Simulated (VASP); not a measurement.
Here is a VASP 6.6.1 calculation.

The input POSCAR:

```
FeSb2Se4
1.0
    0.0000000000      5.8349327100      0.0000000000
    5.8349327100      0.0000000000      0.0000000000
    2.9174663600      2.9174663600     -5.5306442600
Se Fe Sb
4 1 2
Direct
    0.3820000000      0.3610000000      0.7660000000
    0.6390000000      0.1480000000      0.2340000000
    0.8520000000      0.8730000000      0.7660000000
    0.1270000000      0.6180000000      0.2340000000
    0.2500000000      0.7500000000      0.5000000000
    0.7500000000      0.2500000000      0.5000000000
    0.0000000000      0.0000000000      0.0000000000
```

The input INCAR.step1:

```
SYSTEM = FeSb2Se4
ALGO     = Normal         ! electronic algorithm
EDIFF    = 1E-4           ! SCF threshold, eV
ENCUT    = 520            ! plane-wave cutoff, eV
GGA      = PE             ! functional
ISMEAR   = -1             ! smearing method
LASPH    = .True.         ! aspherical terms in the spheres
LCHARG   = .False.        ! write CHGCAR
LREAL    = .False.        ! projectors in reciprocal space
LWAVE    = .True.         ! write WAVECAR
NBANDS   = 30             ! bands
NELM     = 100            ! most SCF steps
PREC     = Accurate       ! precision mode
SIGMA    = 0.1            ! smearing width, eV
```

The input INCAR.step2:

```
SYSTEM = FeSb2Se4
ALGO     = Normal         ! electronic algorithm
EDIFF    = 1E-7           ! SCF threshold, eV
ENCUT    = 520            ! plane-wave cutoff, eV
ISIF     = 2              ! what is computed and relaxed
ISMEAR   = -1             ! smearing method
ISTART   = 1            
LASPH    = .True.         ! aspherical terms in the spheres
LCHARG   = .False.        ! write CHGCAR
LMIXTAU  = .True.       
LREAL    = .False.        ! projectors in reciprocal space
LWAVE    = .False.        ! write WAVECAR
METAGGA  = R2SCAN         ! meta-GGA
NBANDS   = 30             ! bands
NELM     = 100            ! most SCF steps
PREC     = Accurate       ! precision mode
SIGMA    = 0.1            ! smearing width, eV
```

The input KPOINTS:

```
k-points
0
Gamma
  4 4 4
  0 0 0
```

Potentials or basis: VASP PAW PBE potentials, release 64 (Se, Fe, Sb).

The run is started by

```console
$ cat potpaw_PBE.64/Se/POTCAR potpaw_PBE.64/Fe/POTCAR potpaw_PBE.64/Sb/POTCAR > POTCAR
$ cp INCAR.step1 INCAR
$ mpirun -np 1 vasp_std > vasp.out
$ cp INCAR.step2 INCAR
$ mpirun -np 1 vasp_std > vasp.out
```

(1) What does it give for the band gap on the k mesh?

(2) Predict the largest force.

Answers

(1) zero (band 21 reaches 4.87 eV, above the bottom of band 22 at 4.78 eV).

(2) 3.690 eV/Å.

Caveat: the PAW data sets were made with another functional, which shifts forces and pressure a little; spin-orbit coupling is left out, which moves the levels of the heavy elements; the run has no spin polarisation, though such a crystal can be magnetic.
